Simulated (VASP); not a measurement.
# MoS2 (P6_3/mmc) in VASP: further runs

Runs on MoS2. Level: PBE. Tasks: electric field gradients.

All numbers are computed with VASP 6.6.1; they aren't measurements. Logs are shortened: lines on timing, memory, paths and dates and some standing lists are left out, and cuts for length are marked.

## (1) The cell of the first run

Symmetry: P6_3/mmc, No. 194, hexagonal system. Conventional cell: a = 3.182 Å, b = 3.182 Å, c = 12.376 Å, α = 90.00°, β = 90.00°, γ = 120.00°. Within 3.2 Å of Mo (site symmetry -6m2) lie 6 S at 2.38 Å and 6 Mo at 3.18 Å. S (site symmetry 3m) has 3 Mo at 2.38 Å and 7 S at 3.03 to 3.18 Å within 3.2 Å.

## (2) Electric field gradients, PBE (18.09 Å³/atom)

INCAR reads:

```
ALGO = Normal ; EDIFF = 1E-8
ENCUT = 520 ; GGA = PE
ISIF = 2 ; ISMEAR = -1
LASPH = True ; LCHARG = False
LEFG = True ; LREAL = False
LWAVE = False ; NBANDS = 35
NELM = 60 ; PREC = Accurate
SIGMA = 0.03
```

KPOINTS reads:

```
k-points
0
Gamma
  10 10 3
```

POSCAR reads:

```
MoS2
1.0
    3.1819359971      0.0000000000      0.0000000000
   -1.5909679986      2.7556374067      0.0000000000
    0.0000000000      0.0000000000     12.3764262140
Mo S
2 4
Direct
    0.3333333333      0.6666666667      0.2500000000
    0.6666666667      0.3333333333      0.7500000000
    0.3333333333      0.6666666667      0.6275000000
    0.6666666667      0.3333333333      0.1275000000
    0.3333333333      0.6666666667      0.8725000000
    0.6666666667      0.3333333333      0.3725000000
```

Potentials or basis: VASP PAW PBE potentials, release 64 (Mo_sv, S).

Command:

```bash
$ cat potpaw_PBE.64/Mo_sv/POTCAR potpaw_PBE.64/S/POTCAR > POTCAR
$ mpirun -np 1 vasp_std > vasp.out
```

OUTCAR:

```text
EDIFF = 1E-8
   ENCUT = 520
   GGA = PE
   ISIF = 2
   ISMEAR = -1
   LASPH = True
   LREAL = False
   NELM = 60
   PREC = Accurate

 ion  position               nearest neighbor table
   1  0.333  0.667  0.250-   4 2.38   6 2.38   4 2.38   6 2.38   4 2.38   6 2.38
   2  0.667  0.333  0.750-   3 2.38   5 2.38   3 2.38   5 2.38   3 2.38   5 2.38
   3  0.333  0.667  0.627-   2 2.38   2 2.38   2 2.38
   4  0.667  0.333  0.127-   1 2.38   1 2.38   1 2.38
   5  0.333  0.667  0.873-   2 2.38   2 2.38   2 2.38
   6  0.667  0.333  0.373-   1 2.38   1 2.38   1 2.38

  LATTYP: Found a hexagonal cell.
 ALAT       =     3.1819359971
 C/A-ratio  =     3.8895899306

  Lattice vectors:

 A1 = (   3.1819359971,   0.0000000000,   0.0000000000)
 A2 = (  -1.5909679986,   2.7556374067,   0.0000000000)
 A3 = (   0.0000000000,   0.0000000000,  12.3764262140)

Analysis of symmetry for initial positions (statically):
=====================================================================
 Subroutine PRICEL returns:
 Original cell was already a primitive cell.

 Routine SETGRP: Setting up the symmetry group for a
 hexagonal supercell.

 Subroutine GETGRP returns: Found 24 space group operations
 (whereof 12 operations were pure point group operations)
 out of a pool of 24 trial point group operations.

The static configuration has the point symmetry D_3d.
 The point group associated with its full space group is D_6h.

Analysis of symmetry for dynamics (positions and initial velocities):
=====================================================================
 Subroutine PRICEL returns:
 Original cell was already a primitive cell.

 Routine SETGRP: Setting up the symmetry group for a
 hexagonal supercell.

 Subroutine GETGRP returns: Found 24 space group operations
 (whereof 12 operations were pure point group operations)
 out of a pool of 24 trial point group operations.

The dynamic configuration has the point symmetry D_3d.
 The point group associated with its full space group is D_6h.

 Subroutine INISYM returns: Found 24 space group operations
 (whereof 12 operations are pure point group operations),
 and found     1 'primitive' translations

----------------------------------------------------------------------------------------

                                     Primitive cell

  volume of cell :     108.5197

  direct lattice vectors                    reciprocal lattice vectors
     3.181935997  0.000000000  0.000000000     0.314274077  0.181446223  0.000000000
    -1.590967999  2.755637407  0.000000000     0.000000000  0.362892446  0.000000000
     0.000000000  0.000000000 12.376426214     0.000000000  0.000000000  0.080798769

  length of vectors
     3.181935997  3.181935997 12.376426214     0.362892446  0.362892446  0.080798769

  position of ions in fractional coordinates (direct lattice)
     0.333333333  0.666666667  0.250000000
     0.666666667  0.333333333  0.750000000
     0.333333333  0.666666667  0.627500000
     0.666666667  0.333333333  0.127500000
     0.333333333  0.666666667  0.872500000
     0.666666667  0.333333333  0.372500000

  ion indices of the primitive-cell ions
   primitive index   ion index
                 1           1
                 2           2
                 3           3
                 4           4
                 5           5
                 6           6

----------------------------------------------------------------------------------------

 KPOINTS: k-points

Automatic generation of k-mesh.
 Grid dimensions read from file:
 generate k-points for:   10   10    3

 Generating k-lattice:

  Cartesian coordinates                     Fractional coordinates (reciprocal lattice)
[... 49 lines left out ...]
   NGXF,Y,Z  is equivalent  to a cutoff of  25.08, 25.08, 25.79 a.u.
 SYSTEM =  unknown system
   PREC   = accura    normal or accurate (medium, high low for compatibility)
   ISTART =      0    job   : 0-new  1-cont  2-samecut
   ICHARG =      2    charge: 1-file 2-atom 10-const
   ISPIN  =      1    spin polarized calculation?
   LNONCOLLINEAR =      F non collinear calculations
   LSORBIT =      F    spin-orbit coupling
   LASPH  =      T    aspherical Exc in radial PAW
   ENCUT  =  520.0 eV  38.22 Ry    6.18 a.u.   5.92  5.92 23.01*2*pi/ulx,y,z
   NELM   =     60;   NELMIN=  2; NELMDL= -5     # of ELM steps
   EDIFF  = 0.1E-07   stopping-criterion for ELM
   LREAL  =      F    real-space projection
   EDIFFG = 0.1E-06   stopping-criterion for IOM
   NSW    =      0    number of steps for IOM
   IBRION =     -1    ionic relax: 0-MD 1-quasi-New 2-CG
   NFREE  =      0    steps in history (QN), initial steepest desc. (CG)
   ISIF   =      2    stress and relaxation
   ISYM   =      2    0-nonsym 1-usesym 2-fastsym
   POTIM  = 0.5000    time-step for ionic-motion
   TEBEG  =    0.0;   TEEND  =   0.0 temperature during run
   PSTRESS=    0.0 pullay stress
   NELECT =      52.0000    total number of electrons
   NUPDOWN=      -1.0000    fix difference up-down
   EMIN   =  10.00;   EMAX   =-10.00  energy-range for DOS
   EFERMI =   0.00;   METHOD = LEGACY
   ISMEAR =    -1;   SIGMA  =   0.03  broadening in eV -4-tet -1-fermi 0-gaus
   EFERMI_NEDOS =   21; number of points for ismear=-14 and -15
   IALGO  =     38    algorithm
   IMIX   =      4    mixing-type and parameters
     AMIX     =   0.40;   BMIX     =  1.00
     AMIX_MAG =   1.60;   BMIX_MAG =  1.00
  volume/ion in A,a.u.               =      18.09       122.05
  Fermi-wavevector in a.u.,A,eV,Ry     =   1.281070  2.420872 22.329087  1.641142
  Thomas-Fermi vector in A             =   2.413462
   LORBIT       =      0    0 simple, 1 ext, 2 COOP (PROOUT), +10 PAW based schemes
   GGA     = PE    functional components
   LHFCALC =     F    Hartree Fock is set to
   AEXX    =    0.0000 exact exchange contribution
   IVDW    =     0    specifies the selected vdW correction
   LEPSILON=     F    determine dielectric tensor
   LRPA    =     F    only Hartree local field effects (RPA)
 non-spin polarized calculation
  energy-cutoff  :      520.00
  volume of cell :      108.52
 maximum number of plane-waves:      2940
 NGX is ok and might be reduce to    24
   NGX = 11   NGY = 11   NGZ = 47

 number of electron      51.9999996 magnetization

 Free energy of the ion-electron system (eV)
  ---------------------------------------------------
  ext. energy  EPLUGINS =         0.00000000
  ---------------------------------------------------
  free energy    TOTEN  =       -43.56254932 eV

  energy without entropy =      -43.56254931  energy(sigma->0) =      -43.56254931

 E-fermi :   7.8544     XC(G=0): -10.6835

 val. band max:        7.4604146577   @ k =   0.0000   0.0000   0.0000
 cond. band min:       8.3380055011   @ k =   0.3000   0.3000   0.0000
 fundamental gap:      0.8775908434
 Fermi energy:         7.8543917052

 k-point     1 :       0.0000    0.0000    0.0000
  band No.  band energies     occupation
      1     -54.1792      2.00000
      2     -54.1791      2.00000
      3     -28.3329      2.00000
      4     -28.3328      2.00000
      5     -28.1398      2.00000
      6     -28.1398      2.00000
[... 901 lines left out ...]
     34      11.1914      0.00000
     35      13.2441      0.00000

 [... further k-points ...]
[... 5 lines left out ...]
  --------------------------------------------------------------------------------------
  -------------------------------------------------------------------------------------
  Total        2.2743883      2.2743883      6.4378822     -0.0000000      0.0000000     -0.0000000
  in kB       33.5788968     33.5788968     95.0484057     -0.0000000      0.0000000     -0.0000000
  external PRESSURE =      54.0687331 kB  Pullay stress =       0.0000000 kB

 VOLUME and BASIS-vectors are now :
 -----------------------------------------------------------------------------
  energy-cutoff  :      520.00
  volume of cell :      108.52
      direct lattice vectors                 reciprocal lattice vectors
     3.181935997  0.000000000  0.000000000     0.314274077  0.181446223  0.000000000
    -1.590967999  2.755637407  0.000000000     0.000000000  0.362892446  0.000000000
     0.000000000  0.000000000 12.376426214     0.000000000  0.000000000  0.080798769

 POSITION                                       TOTAL-FORCE (eV/Angst)
 -----------------------------------------------------------------------------------
     -0.00000      1.83709      3.09411         0.000000      0.000000     -0.000000
      1.59097      0.91855      9.28232         0.000000     -0.000000     -0.000000
     -0.00000      1.83709      7.76621         0.000000      0.000000     -0.836994
      1.59097      0.91855      1.57799         0.000000      0.000000     -0.836994
     -0.00000      1.83709     10.79843        -0.000000     -0.000000      0.836994
      1.59097      0.91855      4.61022         0.000000      0.000000      0.836994
 -----------------------------------------------------------------------------------
    total drift:                               -0.000000      0.000000     -0.000000

  FREE ENERGIE OF THE ION-ELECTRON SYSTEM (eV)
  ---------------------------------------------------
  free  energy   TOTEN  =       -43.5625493211 eV

  energy  without entropy=      -43.5625493079  energy(sigma->0) =      -43.56254931

 Electric field gradients (V/A^2)
---------------------------------------------------------------------
 ion       V_xx      V_yy      V_zz      V_xy      V_xz      V_yz
---------------------------------------------------------------------
   1      45.557    45.556   -91.114    -0.001     0.000    -0.000
   2      45.557    45.556   -91.114    -0.001    -0.000     0.000
   3      30.232    30.232   -60.464     0.001     0.000    -0.000
   4      30.232    30.232   -60.464     0.001    -0.000     0.000
   5      30.232    30.232   -60.464     0.001    -0.000     0.000
   6      30.232    30.232   -60.464     0.001     0.000    -0.000
---------------------------------------------------------------------

 Electric field gradients after diagonalization (V/A^2)
 (convention: |V_zz| > |V_xx| > |V_yy|)
----------------------------------------------------------------------
 ion       V_xx      V_yy      V_zz     asymmetry (V_yy - V_xx)/ V_zz
----------------------------------------------------------------------
   1      45.558    45.556   -91.114       0.000
   2      45.558    45.556   -91.114       0.000
   3      30.233    30.231   -60.464       0.000
   4      30.233    30.231   -60.464       0.000
   5      30.233    30.231   -60.464       0.000
   6      30.233    30.231   -60.464       0.000
----------------------------------------------------------------------

           NMR quadrupolar parameters

 Cq : quadrupolar parameter    Cq=e*Q*V_zz/h
 eta: asymmetry parameters     (V_yy - V_xx)/ V_zz
 Q  : nuclear electric quadrupole moment in mb (millibarn)
----------------------------------------------------------------------
 ion       Cq(MHz)       eta       Q (mb)
----------------------------------------------------------------------
   1      -0.220       0.000       1.000
   2      -0.220       0.000       1.000
   3      -0.146       0.000       1.000
   4      -0.146       0.000       1.000
   5      -0.146       0.000       1.000
   6      -0.146       0.000       1.000
----------------------------------------------------------------------
```

Run time: 2.9 min. Hardware: 1 thread of Intel Xeon 8259CL, shared host; peak memory 0.27 GiB.

What came out:

| Property | Result |
| --- | --- |
| Free energy | -43.5625 eV |
| Pressure | 5.4 GPa |
| Largest force | 0.837 eV/Å |
| Band gap on the k mesh | 0.88 eV (least direct gap 1.83 eV) |
| Largest electric field gradient by atom | Mo -91.1; S -60.5 V/Å² |

Forces in eV/Å, atoms in the order of the input:
```
Mo   0.000  0.000  0.000
Mo   0.000  0.000  0.000
S    0.000  0.000 -0.837
S    0.000  0.000 -0.837
S    0.000  0.000  0.837
S    0.000  0.000  0.837
```

Stress tensor (GPa, compression positive):
```
3.36 0.00 0.00
0.00 3.36 0.00
0.00 0.00 9.50
```

Levels at points of the mesh, in eV from the valence-band top:
| k point | band 22 | band 23 | band 24 | band 25 | band 26 | band 27 | band 28 | band 29 | band 30 | band 31 |
| --- | --- | --- | --- | --- | --- | --- | --- | --- | --- | --- |
| (0.00, 0.00, 0.00) | -2.49 | -2.49 | -1.30 | -1.06 | 0.00 | 1.97 | 1.97 | 1.99 | 1.99 | 2.27 |
| (0.50, 0.00, 0.00) | -2.50 | -2.00 | -1.86 | -1.52 | -1.39 | 1.39 | 1.43 | 1.87 | 2.06 | 2.88 |

Electric field gradients, principal values (V/Å²):
```csv
atom,least,middle,greatest (by size)
1 Mo,45.556,45.558,-91.114
2 Mo,45.556,45.558,-91.114
3 S,30.231,30.233,-60.464
4 S,30.231,30.233,-60.464
5 S,30.231,30.233,-60.464
6 S,30.231,30.233,-60.464
```

Caveat: the stress differs along the axes, from 3 to 10 GPa; without QUAD_EFG the Cq values of the log hold for a quadrupole moment of 1 mb, not for the nuclei; this functional lacks dispersion, which binds layers or chains, so the pressure and a relaxed spacing across them are unreliable. A k mesh can miss the band edges.

[end of part 1 of 2]
